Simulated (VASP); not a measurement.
The system is SnGe2Se3.

```
Sn Ge Se
1.0
    -2.07405    2.07405    8.79944
     2.07405   -2.07405    8.79944
     2.07405    2.07405   -8.79944
Sn Ge Se
1 2 3
Cartesian
  0.0000 0.0000 8.7994
  0.0000 0.0000 14.6657
  0.0000 0.0000 2.9331
  0.0000 0.0000 11.7326
  0.0000 0.0000 0.0000
  0.0000 0.0000 5.8663
```

| Quantity | Value |
| --- | --- |
| Program | VASP 6.6.1 |
| Task | relaxation of cell and atoms |
| Functional | PBE |
| Potentials or basis | VASP PAW PBE potentials, release 64 (Sn_d, Ge_d, Se) |
| Cutoff | 600 eV |
| k mesh | 6 × 6 × 6 |
| Occupations | gaussian, width 0.1 eV |
| Spin | no spin polarisation |

At the start: pressure -1.4 GPa; volume 25.23 Å³/atom.

**Question.** How do energy, volume and symmetry change on relaxing?

**Answer.** Over 12 steps the energy falls by 13.4 meV/atom and the volume is 24.54 Å³/atom (-2.8 %); space group I4/mmm (No. 139, to 0.1 Å) before and after.

Step by step:
| step | energy change (eV) | largest force (eV/Å) | pressure (GPa) | volume (Å³) |
| --- | --- | --- | --- | --- |
| 1 | 0.0000 | 0.4129 | -1.44 | 151.41 |
| 2 | -0.0379 | 0.3638 | 0.20 | 146.48 |
| 3 | -0.0389 | 0.3527 | 0.49 | 145.59 |
| 4 | -0.0567 | 0.2496 | 0.41 | 145.83 |
| 5 | -0.0761 | 0.0873 | 0.30 | 146.38 |
| 6 | -0.0763 | 0.0786 | 0.25 | 146.44 |
| 7 | -0.0783 | 0.0831 | -0.18 | 147.73 |
| 8 | -0.0784 | 0.0829 | -0.06 | 147.51 |
| 9 | -0.0784 | 0.0823 | -0.15 | 147.57 |
| 10 | -0.0784 | 0.0832 | -0.12 | 147.54 |
| 11 | -0.0797 | 0.0585 | -0.03 | 147.41 |
| 12 | -0.0806 | 0.0278 | 0.06 | 147.22 |

Final structure:
```cif
data_structure
_symmetry_space_group_name_H-M 'P 1'
_symmetry_Int_Tables_number 1
_cell_length_a 9.2006
_cell_length_b 9.2006
_cell_length_c 9.2006
_cell_angle_alpha 154.210
_cell_angle_beta 154.210
_cell_angle_gamma 36.794
_cell_volume 147.22
loop_
_atom_site_label
_atom_site_type_symbol
_atom_site_fract_x
_atom_site_fract_y
_atom_site_fract_z
_atom_site_occupancy
Sn1 Sn 0.50000 0.50000 0.00000 1
Ge1 Ge 0.82941 0.82941 0.00000 1
Ge2 Ge 0.17059 0.17059 0.00000 1
Se1 Se 0.67250 0.67250 0.00000 1
Se2 Se 0.00000 0.00000 0.00000 1
Se3 Se 0.32750 0.32750 0.00000 1
```
